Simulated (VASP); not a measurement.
# Pb (P6_3/mmc) in VASP: further runs, part 2 of 2

VASP 6.6.1.

### Step 3. Single point, r2SCAN

This run uses another cell than the first one, of 27.55 Å³/atom, 0.904 times its volume.

Input file POSCAR:

```
Pb
1.0
    3.4089596583      0.0000000000      0.0000000000
   -1.7044798292      2.9522456646      0.0000000000
    0.0000000000      0.0000000000      5.4758863477
Pb
2
Direct
    0.6666666667      0.3333333333      0.7500000000
    0.3333333333      0.6666666667      0.2500000000
```

Input file INCAR.step1:

```
ALGO = Normal ; EDIFF = 1E-4
ENCUT = 520 ; GGA = PE
ISMEAR = -1 ; LASPH = T
LCHARG = F ; LREAL = F
LWAVE = T ; NBANDS = 21
NELM = 60 ; PREC = Accurate
SIGMA = 0.05
```

Input file INCAR.step2:

```
ALGO = Normal ; EDIFF = 1E-6
ENCUT = 520 ; ISIF = 2
ISMEAR = -1 ; ISTART = 1
LASPH = T ; LCHARG = T
LELF = T ; LMIXTAU = T
LREAL = F ; LVHAR = T
LWAVE = F ; METAGGA = R2SCAN
NBANDS = 21 ; NELM = 60
PREC = Accurate ; SIGMA = 0.05
```

Input file KPOINTS:

```
k-points
0
Gamma
  9 9 5
```

Potentials or basis: VASP PAW PBE potentials, release 64 (Pb_d).

Command:

```console
cat potpaw_PBE.64/Pb_d/POTCAR > POTCAR
cp INCAR.step1 INCAR
mpirun -np 1 vasp_std > vasp.out
cp INCAR.step2 INCAR
mpirun -np 1 vasp_std > vasp.out
```

OUTCAR:

```text
EDIFF = 1E-6
   ENCUT = 520
   ISIF = 2
   ISMEAR = -1
   ISTART = 1
   LASPH = T
   LREAL = F
   METAGGA = R2SCAN
   NELM = 60
   PREC = Accurate

 ion  position               nearest neighbor table
   1  0.667  0.333  0.750-   2 3.37   2 3.37   2 3.37   2 3.37   2 3.37   2 3.37
   2  0.333  0.667  0.250-   1 3.37   1 3.37   1 3.37   1 3.37   1 3.37   1 3.37

  LATTYP: Found a hexagonal cell.
 ALAT       =     3.4089596583
 C/A-ratio  =     1.6063218391

  Lattice vectors:

 A1 = (   3.4089596583,   0.0000000000,   0.0000000000)
[... 190 lines left out ...]
      3      -9.4515      2.00000
      4      -9.4507      2.00000
      5      -9.4189      2.00000
      6      -9.4189      2.00000
[... 565 lines left out ...]
     20      22.2292      0.00000
     21      22.2292      0.00000

 [... further k-points ...]
[... 5 lines left out ...]
  --------------------------------------------------------------------------------------
  -------------------------------------------------------------------------------------
  Total        1.8115652      1.8115652      3.5683406     -0.0000000     -0.0000000      0.0000000
  in kB       52.6666592     52.6666592    103.7404434     -0.0000000     -0.0000000      0.0000000
  external PRESSURE =      69.6912540 kB  Pullay stress =       0.0000000 kB

 VOLUME and BASIS-vectors are now :
 -----------------------------------------------------------------------------
  energy-cutoff  :      520.00
  volume of cell :       55.11
      direct lattice vectors                 reciprocal lattice vectors
     3.408959658  0.000000000  0.000000000     0.293344627  0.169362599  0.000000000
    -1.704479829  2.952245665  0.000000000     0.000000000  0.338725199  0.000000000
     0.000000000  0.000000000  5.475886348     0.000000000  0.000000000  0.182618838

 POSITION                                       TOTAL-FORCE (eV/Angst)
 -----------------------------------------------------------------------------------
      1.70448      0.98408      4.10691        -0.000000     -0.000000      0.000000
     -0.00000      1.96816      1.36897         0.000000      0.000000      0.000000
 -----------------------------------------------------------------------------------
    total drift:                               -0.000000      0.000000      0.000000

  FREE ENERGIE OF THE ION-ELECTRON SYSTEM (eV)
  ---------------------------------------------------
  free  energy   TOTEN  =      -112.3651710972 eV

  energy  without entropy=     -112.3572831498  energy(sigma->0) =     -112.36122712
```

OUTCAR.step1:

```text
EDIFF = 1E-4
   ENCUT = 520
   GGA = PE
   ISMEAR = -1
   LASPH = T
   LREAL = F
[... 798 lines left out ...]
 -----------------------------------------------------------------------------------
      1.70448      0.98408      4.10691         0.000000     -0.000000      0.000000
     -0.00000      1.96816      1.36897        -0.000000      0.000000      0.000000
 -----------------------------------------------------------------------------------
    total drift:                               -0.000000      0.000000      0.000000

  FREE ENERGIE OF THE ION-ELECTRON SYSTEM (eV)
  ---------------------------------------------------
  free  energy   TOTEN  =        -6.8809679992 eV

  energy  without entropy=       -6.8724507011  energy(sigma->0) =       -6.87670935
```

OSZICAR.step1:

```text
N       E                     dE             d eps       ncg     rms          rms(c)
DAV:   1     0.294834468296E+03    0.29483E+03   -0.14266E+04  1512   0.169E+03
DAV:   2     0.143191251960E+02   -0.28052E+03   -0.27371E+03  1522   0.411E+02
DAV:   3    -0.625482921873E+01   -0.20574E+02   -0.20353E+02  1803   0.137E+02
DAV:   4    -0.688401138244E+01   -0.62918E+00   -0.62888E+00  1849   0.267E+01
DAV:   5    -0.691397116298E+01   -0.29960E-01   -0.29959E-01  2032   0.539E+00    0.909E-01
DAV:   6    -0.688876520753E+01    0.25206E-01   -0.44494E-02  2156   0.288E+00    0.438E-01
DAV:   7    -0.688136842619E+01    0.73968E-02   -0.16250E-02  2100   0.178E+00    0.125E-01
DAV:   8    -0.688096816219E+01    0.40026E-03   -0.11863E-03  2074   0.437E-01    0.125E-02
DAV:   9    -0.688096799922E+01    0.16297E-06   -0.29576E-05  1081   0.860E-02
   1 F= -.68809680E+01 E0= -.68767094E+01  d E =-.851730E-02
```

Run time: 2.9 min. Hardware: 1 thread of Intel Xeon Platinum 8375C at 2.90GHz (Ice Lake), shared host; peak memory 0.19 GiB.

What came out:

- Free energy: -112.3652 eV
- Pressure: 7.0 GPa
- Band gap on the k mesh: zero (band 14 reaches 14.69 eV, above the bottom of band 15 at 6.08 eV)

Caveat: the PAW data sets were made with another functional, which shifts forces and pressure a little; spin-orbit coupling is left out, which moves the levels of the heavy elements.

### Step 4. Single point, r2SCAN

This run uses another cell than the first one, of 28.14 Å³/atom, 0.923 times its volume.

Input file POSCAR:

```
Pb
1.0
    3.4329672075      0.0000000000      0.0000000000
   -1.7164836037      2.9730368121      0.0000000000
    0.0000000000      0.0000000000      5.5144501982
Pb
2
Direct
    0.6666666667      0.3333333333      0.7500000000
    0.3333333333      0.6666666667      0.2500000000
```

Input file INCAR.step1:

```
SYSTEM = Pb
  PREC = Accurate
  ENCUT = 520
  ISMEAR = -1
  SIGMA = 0.05
  LREAL = .False.
  LASPH = .True.
  NELM = 60
  NBANDS = 21
  GGA = PE
  ALGO = Normal
  EDIFF = 1E-4
  LWAVE = .True.
  LCHARG = .False.
```

Input file INCAR.step2:

```
SYSTEM = Pb
  PREC = Accurate
  ENCUT = 520
  EDIFF = 1E-7
  ISMEAR = -1
  SIGMA = 0.05
  LREAL = .False.
  LASPH = .True.
  NELM = 60
  ALGO = Normal
  ISIF = 2
  LWAVE = .False.
  LCHARG = .False.
  METAGGA = R2SCAN
  LMIXTAU = .True.
  NBANDS = 21
  ISTART = 1
```

Input file KPOINTS:

```
regular mesh
0
Gamma
  9 9 5
  0 0 0
```

Command:

```console
cat potpaw_PBE.64/Pb_d/POTCAR > POTCAR
cp INCAR.step1 INCAR
mpirun -np 1 vasp_std > vasp.out
cp INCAR.step2 INCAR
mpirun -np 1 vasp_std > vasp.out
```

It took 3.1 min on 1 thread of Intel Xeon Platinum 8375C at 2.90GHz (Ice Lake), shared host; peak memory 0.19 GiB.

The run converged. Its results:

| Property | Result |
| --- | --- |
| Free energy | -112.4112 eV |
| Pressure | 5.5 GPa |
| Band gap on the k mesh | zero (band 14 reaches 14.30 eV, above the bottom of band 15 at 5.89 eV) |

Stress tensor (GPa, compression positive):
```
3.84 0.00 0.00
0.00 3.84 0.00
0.00 0.00 8.68
```

Levels at points of the mesh, in eV from the Fermi level:
```tsv
k point	band 11	band 12	band 13	band 14	band 15	band 16	band 17	band 18
(0.00, 0.00, 0.00)	-12.83	-8.36	-4.71	6.05	6.05	8.15	8.15	8.92
```

Caveat: the PAW data sets were made with another functional, which shifts forces and pressure a little; spin-orbit coupling is left out, which moves the levels of the heavy elements.

### Step 5. Single point, r2SCAN

This run uses another cell than the first one, of 28.73 Å³/atom, 0.942 times its volume.

Input file POSCAR:

```
Pb
1.0
    3.4566435916      0.0000000000      0.0000000000
   -1.7283217958      2.9935411621      0.0000000000
    0.0000000000      0.0000000000      5.5524820910
Pb
2
Direct
    0.6666666667      0.3333333333      0.7500000000
    0.3333333333      0.6666666667      0.2500000000
```

Input file INCAR.step1:

```
ALGO = Normal
EDIFF = 1E-4
ENCUT = 520
GGA = PE
ISMEAR = -1
LASPH = True
LCHARG = False
LREAL = False
LWAVE = True
NBANDS = 21
NELM = 60
PREC = Accurate
SIGMA = 0.05
```

Input file INCAR.step2:

```
ALGO = Normal
EDIFF = 1E-6
ENCUT = 520
ISIF = 2
ISMEAR = -1
ISTART = 1
LASPH = True
LCHARG = True
LELF = True
LMIXTAU = True
LREAL = False
LVHAR = True
LWAVE = False
METAGGA = R2SCAN
NBANDS = 21
NELM = 60
PREC = Accurate
SIGMA = 0.05
```

Input file KPOINTS:

```
k-points
0
Gamma
  9 9 5
```

Command:

```console
cat potpaw_PBE.64/Pb_d/POTCAR > POTCAR
cp INCAR.step1 INCAR
mpirun -np 1 vasp_std > vasp.out
cp INCAR.step2 INCAR
mpirun -np 1 vasp_std > vasp.out
```

Run time: 2.8 min. Hardware: 1 thread of Intel Xeon Platinum 8375C at 2.90GHz (Ice Lake), shared host; peak memory 0.19 GiB.

Results (log left out):

```yaml
Free_energy: -112.4467 eV
Pressure: 4.1 GPa
Band_gap_on_the_k_mesh: zero (band 14 reaches 13.92 eV, above the bottom of band 15 at 5.70 eV)
```

Stress tensor (GPa, compression positive):
```
2.59 0.00 0.00
0.00 2.59 0.00
0.00 0.00 7.11
```

Levels at points of the mesh, in eV from the Fermi level:
| k point | band 12 | band 13 | band 14 | band 15 | band 16 | band 17 |
| --- | --- | --- | --- | --- | --- | --- |
| (0.00, 0.00, 0.00) | -8.34 | -4.60 | 5.92 | 5.92 | 7.98 | 7.98 |

Caveat: the PAW data sets were made with another functional, which shifts forces and pressure a little; spin-orbit coupling is left out, which moves the levels of the heavy elements.

### Step 6. Overview

```tsv
level	potentials or basis	cell	gap on the mesh (eV)	pressure (GPa)
LDA	VASP PAW LDA potentials, release 64 (Pb_d)	a = 3.526, b = 3.526, c = 5.664 Å, angles 90.0, 90.0, 120.0°, 2 atoms	none	-2.2
r2SCAN	VASP PAW PBE potentials, release 64 (Pb_d)	a = 3.409, b = 3.409, c = 5.476 Å, angles 90.0, 90.0, 120.0°, 2 atoms	none	7.0
r2SCAN	VASP PAW PBE potentials, release 64 (Pb_d)	a = 3.433, b = 3.433, c = 5.514 Å, angles 90.0, 90.0, 120.0°, 2 atoms	none	5.5
r2SCAN	VASP PAW PBE potentials, release 64 (Pb_d)	a = 3.457, b = 3.457, c = 5.552 Å, angles 90.0, 90.0, 120.0°, 2 atoms	none	4.1
```

Alike in all rows: task single point; no spin polarisation; k mesh 9 × 9 × 5; cutoff (eV) 520; smearing fermi-dirac 0.05 eV.

Caveats: spin-orbit coupling is left out, which moves the levels of the heavy elements; the PAW data sets were made with another functional, which shifts forces and pressure a little (some runs).

Absolute energies hang on the potentials; compare differences alone.
